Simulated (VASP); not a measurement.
# V (Im-3m) in VASP: notebook

The runs below take V through single point, with PBEsol.

Everything below comes from runs of VASP 6.6.1. Logs are shortened: lines on timing, memory, paths and dates and some standing lists are left out, and cuts for length are marked.

**1. The cell of the first run**

Symmetry: Im-3m, No. 229, cubic system. The conventional cell has a = 2.940 Å, b = 2.940 Å, c = 2.940 Å, α = 90.00°, β = 90.00°, γ = 90.00°. Within 3.4 Å of V (site symmetry m-3m) lie 14 V at 2.55 to 2.94 Å.

**2. Single point, PBEsol**

The input, INCAR:

```
SYSTEM = V
PREC     = Accurate       ! precision mode
ENCUT    = 520            ! plane-wave cutoff, eV
EDIFF    = 1E-6           ! SCF threshold, eV
ISMEAR   = 0              ! smearing method
SIGMA    = 0.1            ! smearing width, eV
LREAL    = .FALSE.        ! projectors in reciprocal space
LASPH    = .TRUE.         ! aspherical terms in the spheres
NELM     = 60             ! most SCF steps
ALGO     = Normal         ! electronic algorithm
ISIF     = 2              ! what is computed and relaxed
LWAVE    = .FALSE.        ! write WAVECAR
LCHARG   = .FALSE.        ! write CHGCAR
GGA      = PS             ! functional
NBANDS   = 12             ! bands
```

The input, KPOINTS:

```
Automatic mesh
0
G
  20 20 20
  0 0 0
```

The input, POSCAR:

```
V
1.0
   -1.4698096083      1.4698096083      1.4698096083
    1.4698096083     -1.4698096083      1.4698096083
    1.4698096083      1.4698096083     -1.4698096083
V
1
Direct
    0.0000000000      0.0000000000      0.0000000000
```

Potentials or basis: VASP PAW PBE potentials, release 64 (V_sv).

Command:

```bash
$ cat potpaw_PBE.64/V_sv/POTCAR > POTCAR
$ mpirun -np 1 vasp_std > vasp.out
```

OUTCAR:

```text
SYSTEM = V
   PREC = Accurate
   ENCUT = 520
   EDIFF = 1E-6
   ISMEAR = 0
   LREAL = .FALSE.
   LASPH = .TRUE.
   NELM = 60
   ISIF = 2
   GGA = PS

 ion  position               nearest neighbor table
   1  0.000  0.000  0.000-

  LATTYP: Found a body centered cubic cell.
 ALAT       =     2.9396192166

  Lattice vectors:

 A1 = (  -1.4698096083,   1.4698096083,   1.4698096083)
 A2 = (   1.4698096083,  -1.4698096083,   1.4698096083)
 A3 = (   1.4698096083,   1.4698096083,  -1.4698096083)

Analysis of symmetry for initial positions (statically):
=====================================================================
 Subroutine PRICEL returns:
 Original cell was already a primitive cell.

 Routine SETGRP: Setting up the symmetry group for a
 body centered cubic supercell.

 Subroutine GETGRP returns: Found 48 space group operations
 (whereof 48 operations were pure point group operations)
 out of a pool of 48 trial point group operations.

The static configuration has the point symmetry O_h .

Analysis of symmetry for dynamics (positions and initial velocities):
=====================================================================
 Subroutine PRICEL returns:
 Original cell was already a primitive cell.

 Routine SETGRP: Setting up the symmetry group for a
 body centered cubic supercell.

 Subroutine GETGRP returns: Found 48 space group operations
 (whereof 48 operations were pure point group operations)
 out of a pool of 48 trial point group operations.

The dynamic configuration has the point symmetry O_h .

 Subroutine INISYM returns: Found 48 space group operations
 (whereof 48 operations are pure point group operations),
 and found     1 'primitive' translations

----------------------------------------------------------------------------------------

                                     Primitive cell

  volume of cell :      12.7012

  direct lattice vectors                    reciprocal lattice vectors
    -1.469809608  1.469809608  1.469809608     0.000000000  0.340180114  0.340180114
     1.469809608 -1.469809608  1.469809608     0.340180114  0.000000000  0.340180114
     1.469809608  1.469809608 -1.469809608     0.340180114  0.340180114  0.000000000

  length of vectors
     2.545784919  2.545784919  2.545784919     0.481087331  0.481087331  0.481087331

  position of ions in fractional coordinates (direct lattice)
     0.000000000  0.000000000  0.000000000

  ion indices of the primitive-cell ions
   primitive index   ion index
                 1           1

----------------------------------------------------------------------------------------

 KPOINTS: Automatic mesh

Automatic generation of k-mesh.
 Grid dimensions read from file:
 generate k-points for:   20   20   20

 Generating k-lattice:

  Cartesian coordinates                     Fractional coordinates (reciprocal lattice)
     0.000000000  0.017009006  0.017009006     0.050000000  0.000000000  0.000000000
     0.017009006  0.000000000  0.017009006     0.000000000  0.050000000  0.000000000
     0.017009006  0.017009006  0.000000000     0.000000000  0.000000000  0.050000000

  Length of vectors
     0.024054367  0.024054367  0.024054367

  Shift w.r.t. Gamma in fractional coordinates (k-lattice)
     0.000000000  0.000000000  0.000000000

 Subroutine IBZKPT returns following result:
 ===========================================

 Found    256 irreducible k-points:

 Following reciprocal coordinates:
            Coordinates               Weight
  0.000000  0.000000  0.000000      1.000000
  0.050000  0.000000  0.000000     12.000000
  0.100000  0.000000  0.000000     12.000000
  0.150000  0.000000  0.000000     12.000000
  0.200000  0.000000  0.000000     12.000000
  0.250000  0.000000  0.000000     12.000000
[... 16 lines left out ...]
  0.200000  0.100000  0.000000     48.000000
  0.250000  0.100000  0.000000     48.000000
 [... further k-points ...]
   k-points           NKPTS =    256   k-points in BZ     NKDIM =    256   number of bands    NBANDS=     12
   number of dos      NEDOS =    301   number of ions     NIONS =      1
   total plane-waves  NPLWV =   8000
   dimension x,y,z NGX =    20 NGY =   20 NGZ =   20
   dimension x,y,z NGXF=    40 NGYF=   40 NGZF=   40
   ions per type =               1
   NGX,Y,Z   is equivalent  to a cutoff of  13.06, 13.06, 13.06 a.u.
   NGXF,Y,Z  is equivalent  to a cutoff of  26.12, 26.12, 26.12 a.u.
 SYSTEM =  V
   PREC   = accura    normal or accurate (medium, high low for compatibility)
   ISTART =      0    job   : 0-new  1-cont  2-samecut
   ICHARG =      2    charge: 1-file 2-atom 10-const
   ISPIN  =      1    spin polarized calculation?
   LNONCOLLINEAR =      F non collinear calculations
   LSORBIT =      F    spin-orbit coupling
   LASPH  =      T    aspherical Exc in radial PAW
   ENCUT  =  520.0 eV  38.22 Ry    6.18 a.u.   4.73  4.73  4.73*2*pi/ulx,y,z
   NELM   =     60;   NELMIN=  2; NELMDL= -5     # of ELM steps
   EDIFF  = 0.1E-05   stopping-criterion for ELM
   LREAL  =      F    real-space projection
   EDIFFG = 0.1E-04   stopping-criterion for IOM
   NSW    =      0    number of steps for IOM
   IBRION =     -1    ionic relax: 0-MD 1-quasi-New 2-CG
   NFREE  =      0    steps in history (QN), initial steepest desc. (CG)
   ISIF   =      2    stress and relaxation
   ISYM   =      2    0-nonsym 1-usesym 2-fastsym
   POTIM  = 0.5000    time-step for ionic-motion
   TEBEG  =    0.0;   TEEND  =   0.0 temperature during run
   PSTRESS=    0.0 pullay stress
   NELECT =      13.0000    total number of electrons
   NUPDOWN=      -1.0000    fix difference up-down
   EMIN   =  10.00;   EMAX   =-10.00  energy-range for DOS
   EFERMI =   0.00;   METHOD = LEGACY
   ISMEAR =     0;   SIGMA  =   0.10  broadening in eV -4-tet -1-fermi 0-gaus
   EFERMI_NEDOS =   21; number of points for ismear=-14 and -15
   IALGO  =     38    algorithm
   IMIX   =      4    mixing-type and parameters
     AMIX     =   0.40;   BMIX     =  1.00
     AMIX_MAG =   1.60;   BMIX_MAG =  1.00
  volume/ion in A,a.u.               =      12.70        85.71
  Fermi-wavevector in a.u.,A,eV,Ry     =   1.649839  3.117743 37.034628  2.721968
  Thomas-Fermi vector in A             =   2.738890
   LORBIT       =      0    0 simple, 1 ext, 2 COOP (PROOUT), +10 PAW based schemes
   GGA     = PS    functional components
   LHFCALC =     F    Hartree Fock is set to
   AEXX    =    0.0000 exact exchange contribution
   IVDW    =     0    specifies the selected vdW correction
   LEPSILON=     F    determine dielectric tensor
   LRPA    =     F    only Hartree local field effects (RPA)
 non-spin polarized calculation
 Gauss-broadening in eV      SIGMA  =   0.10
  energy-cutoff  :      520.00
  volume of cell :       12.70
 maximum number of plane-waves:       370
   NGX =  9   NGY =  9   NGZ =  9

 number of electron      13.0000009 magnetization

 Free energy of the ion-electron system (eV)
  ---------------------------------------------------
  ext. energy  EPLUGINS =         0.00000000
  ---------------------------------------------------
  free energy    TOTEN  =        -9.63556751 eV

  energy without entropy =       -9.62727973  energy(sigma->0) =       -9.63142362

 E-fermi :  10.3051     XC(G=0): -13.3846

 val. band max:       10.3010956495   @ k =  -0.3500   0.4500   0.0500
 cond. band min:      10.3081742186   @ k =   0.1000   0.1000   0.0000
 fundamental gap:      0.0070785690
 Fermi energy:        10.3051241421

 k-point     1 :       0.0000    0.0000    0.0000
  band No.  band energies     occupation
      1     -53.1041      2.00000
      2     -26.3991      2.00000
      3     -26.3991      2.00000
      4     -26.3991      2.00000
      5       3.5923      2.00000
      6      10.7297      0.00000
      7      10.7297      0.00000
      8      10.7297      0.00000
      9      12.8881      0.00000
     10      12.8881      0.00000
     11      31.2568      0.00000
     12      31.2568      0.00000

 k-point     2 :       0.0500    0.0000    0.0000
  band No.  band energies     occupation
      1     -53.0980      2.00000
      2     -26.4273      2.00000
      3     -26.4076      2.00000
      4     -26.3993      2.00000
      5       3.6997      2.00000
      6      10.6821      0.00000
      7      10.7202      0.00000
      8      10.8083      0.00000
      9      12.8314      0.00000
     10      12.8910      0.00000
     11      31.1076      0.00000
     12      31.2537      0.00000

 k-point     3 :       0.1000    0.0000    0.0000
  band No.  band energies     occupation
      1     -53.0803      2.00000
      2     -26.5087      2.00000
      3     -26.4321      2.00000
      4     -26.4000      2.00000
      5       4.0139      2.00000
      6      10.5462      0.00065
      7      10.6791      0.00000
      8      11.0401      0.00000
      9      12.6936      0.00000
     10      12.9012      0.00000
     11      30.6416      0.00000
     12      31.1788      0.00000
[... 286 lines left out ...]
 k-point    23 :       0.2000    0.1000    0.0000
  band No.  band energies     occupation
      1     -52.9663      2.00000
      2     -26.9913      2.00000
      3     -26.5743      2.00000
      4     -26.4388      2.00000
      5       6.0814      2.00000
      6       9.8188      2.00000
      7      10.0387      1.99984
      8      12.3769      0.00000
      9      12.8196      0.00000
     10      13.1625      0.00000
     11      27.2517      0.00000
     12      28.8192      0.00000

 k-point    24 :       0.2500    0.1000    0.0000
  band No.  band energies     occupation
      1     -52.9288      2.00000
      2     -27.1384      2.00000
      3     -26.6345      2.00000
      4     -26.4420      2.00000
      5       6.6781      2.00000
      6       9.5727      2.00000
      7      10.0194      1.99995
      8      12.4869      0.00000
      9      13.2124      0.00000
     10      13.5202      0.00000
     11      25.6925      0.00000
     12      28.0246      0.00000

 [... further k-points ...]

------------------------ aborting loop because EDIFF is reached ----------------------------------------

  FORCE on cell =-STRESS in cart. coord.  units (eV):
  Direction    XX          YY          ZZ          XY          YZ          ZX
  --------------------------------------------------------------------------------------
  -------------------------------------------------------------------------------------
  Total        0.3351926      0.3351926      0.3351926     -0.0000000      0.0000000      0.0000000
  in kB       42.2826125     42.2826125     42.2826125     -0.0000000      0.0000000      0.0000000
  external PRESSURE =      42.2826125 kB  Pullay stress =       0.0000000 kB

 VOLUME and BASIS-vectors are now :
 -----------------------------------------------------------------------------
  energy-cutoff  :      520.00
  volume of cell :       12.70
      direct lattice vectors                 reciprocal lattice vectors
    -1.469809608  1.469809608  1.469809608     0.000000000  0.340180114  0.340180114
     1.469809608 -1.469809608  1.469809608     0.340180114  0.000000000  0.340180114
     1.469809608  1.469809608 -1.469809608     0.340180114  0.340180114  0.000000000

 POSITION                                       TOTAL-FORCE (eV/Angst)
 -----------------------------------------------------------------------------------
      0.00000      0.00000      0.00000        -0.000000      0.000000      0.000000
 -----------------------------------------------------------------------------------
    total drift:                                0.000000     -0.000000      0.000000

  FREE ENERGIE OF THE ION-ELECTRON SYSTEM (eV)
  ---------------------------------------------------
  free  energy   TOTEN  =        -9.6355675122 eV

  energy  without entropy=       -9.6272797277  energy(sigma->0) =       -9.63142362
```

It took 36 s on 1 thread of Intel Xeon 8259CL, shared host; peak memory 0.16 GiB.

Results:

- Free energy: -9.6356 eV
- Pressure: 4.2 GPa
- Band gap on the k mesh: zero (an odd number of electrons rules out a gap without spin polarisation)

Caveat: the cell stands under pressure; the PAW data sets were made with another functional, which shifts forces and pressure a little.

[end of part 1 of 2]
